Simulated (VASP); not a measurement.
Write the native input for VASP 6.6.1 that does the following.

```
Task                   : relaxation of cell and atoms
Functional             : PBE
Potentials or basis    : VASP PAW PBE potentials, release 64 (Cu)
Cutoff                 : 600 eV
k mesh                 : 9 × 9 × 13
Occupations            : fermi-dirac, width 0.1 eV
Spin                   : no spin polarisation
Target pressure        : 20 GPa
Dipole correction      : no
Further INCAR settings : ALGO = Normal; EDIFF = 1e-06; IBRION = 2; EDIFFG = -0.005; NSW = 60; ISIF = 3
```

The structure of Cu lies in POSCAR:

```
Cu
1.0
    3.9153943534      0.0000000000      0.0000000000
   -1.9576971767      3.3908309759      0.0000000000
    0.0000000000      0.0000000000      2.4275444991
Cu
3
Direct
    0.0000000000      0.0000000000      0.0000000000
    0.3333333333      0.6666666667      0.5000000000
    0.6666666667      0.3333333333      0.5000000000
```

One way to write it, as run:

INCAR

```
SYSTEM = Cu
PREC = Accurate ; ENCUT = 600
EDIFF = 1E-6 ; ISMEAR = -1
SIGMA = 0.1 ; LREAL = .False.
LASPH = .True. ; NELM = 80
ALGO = Normal ; ISIF = 3
LWAVE = .False. ; LCHARG = .False.
GGA = PE ; IBRION = 2
NSW = 60 ; EDIFFG = -0.005
PSTRESS = 200.0
```

KPOINTS

```
Automatic mesh
0
Gamma
  9 9 13
  0 0 0
```

Potentials or basis: VASP PAW PBE potentials, release 64 (Cu).

Command:

```console
$ cat potpaw_PBE.64/Cu/POTCAR > POTCAR
$ mpirun -np 1 vasp_std > vasp.out
```

Results of the run:

```
Relaxed volume                                         : 10.92 Å³/atom
Relaxed cell                                           : a = 3.981 Å, b = 3.981 Å, c = 2.387 Å, α = 90.00°, β = 90.00°, γ = 120.00°
Space group after relaxing (to 0.05 Å)                 : P6/mmm (No. 191)
Energy change on relaxing (the enthalpy is what falls) : -32.2 meV/atom
Ionic steps                                            : 16
Pressure after relaxing                                : 20.0 GPa
```

Caveat: the cell is relaxed towards a set pressure, so the enthalpy falls and the energy may rise.

It took 3.9 min on 1 thread of Intel(R) Xeon(R) Platinum 8488C (Sapphire Rapids), with other jobs on the host, peak memory 0.19 GiB.
